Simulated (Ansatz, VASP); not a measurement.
This is a calculation of NiMoIrPdW for VASP 6.6.1.

The input INCAR:

```
PREC = Accurate
ENCUT = 520
EDIFF = 1E-6
ISMEAR = -1
SIGMA = 0.05
LREAL = False
LASPH = True
NELM = 150
ALGO = Normal
ISIF = 2
LWAVE = False
LCHARG = False
ISPIN = 2
MAGMOM = 1 1 0 0.6 0
LORBIT = 11
LMAXMIX = 4
GGA = PE
NBANDS = 40
```

File KPOINTS:

```
regular mesh
0
Gamma
  8 8 2
```

File POSCAR:

```
NiMoIrPdW
1.0
    2.7971102189      0.0000000000      0.0000000000
   -1.3985551094      2.4223628186      0.0000000000
    0.0000000000      0.0000000000     11.4897443506
Ni Mo Pd Ir W
1 1 1 1 1
Direct
    0.0000000000      0.0000000000      0.7091700000
    0.6666700000      0.3333300000      0.2942500000
    0.6666700000      0.3333300000      0.8990100000
    0.0000000000      0.0000000000      0.1060400000
    0.6666700000      0.3333300000      0.5292100000
```

Potentials or basis: VASP PAW PBE potentials, release 64 (Ni, Mo_sv, Pd, Ir, W_sv).

Command:

```console
$ cat potpaw_PBE.64/Ni/POTCAR potpaw_PBE.64/Mo_sv/POTCAR potpaw_PBE.64/Pd/POTCAR potpaw_PBE.64/Ir/POTCAR potpaw_PBE.64/W_sv/POTCAR > POTCAR
$ mpirun -np 1 vasp_std > vasp.out
```

Question: Translate it to Ansatz 0.2.0. Potentials there: all-electron LAPW, scalar-relativistic.

Answer: As run (the cutoff follows the program's own potentials):

input.yaml

```yaml
crystal:
  lattice:
    - [2.7971102189, 0.0, 0.0]
    - [-1.3985551094, 2.4223628186, 0.0]
    - [0.0, 0.0, 11.4897443506]
  atoms:
    - { symbol: Ni, position: [0.0, 0.0, 0.70917], spin: 1.0 }
    - { symbol: Mo, position: [0.66667, 0.33333, 0.29425], spin: 1.0 }
    - { symbol: Pd, position: [0.66667, 0.33333, 0.89901] }
    - { symbol: Ir, position: [0.0, 0.0, 0.10604], spin: 0.6 }
    - { symbol: W, position: [0.66667, 0.33333, 0.52921] }
kpoints:
  mp_grid: { grid: [8, 8, 2] }
scf:
  occupations: { method: fermi_dirac, width: 0.05 }
hamiltonian:
  xc: pbe
  pseudopotentials: { kind: all_electron, lapw: { basis_error: 0.003 } }
magnetization:
  spin_polarized: true
output:
  forces: true
  stress: true
  eigenvalues: true
```

Potentials or basis: all-electron LAPW, scalar-relativistic.

Command:

```sh
$ ansatz run input.yaml --threads 8 --pin off --max-ram 24576MiB --backend cpu --events-out ev --progress --plain --runs-dir out
```

Both were run:

|  | VASP | Ansatz | Ansatz less VASP |
| --- | --- | --- | --- |
| gap on the k mesh at the Fermi level (eV) | none | none | - |
| pressure (GPa) | -8.2 | -8.4 | -0.26 |
| traceless stress, the component that is largest in VASP (GPa) | -0.12 | -0.12 | -0.008 |
| rms of the force components (eV/Å) | 0.029 | 0.033 | +0.0046 |
| net moment per atom (μB) | 0.00 | 0.00 | 0.000 |

Atom by atom the forces differ by 0.007 eV/Å (rms over components). A gap of «none» marks a metal or a gap that the smearing closes. Ansatz ran all-electron here, and VASP with PAW potentials.

Neither program's run includes spin-orbit coupling. Noted on Ansatz's run: the k mesh is thin for a metal, which can move the energy by tens of meV per atom.
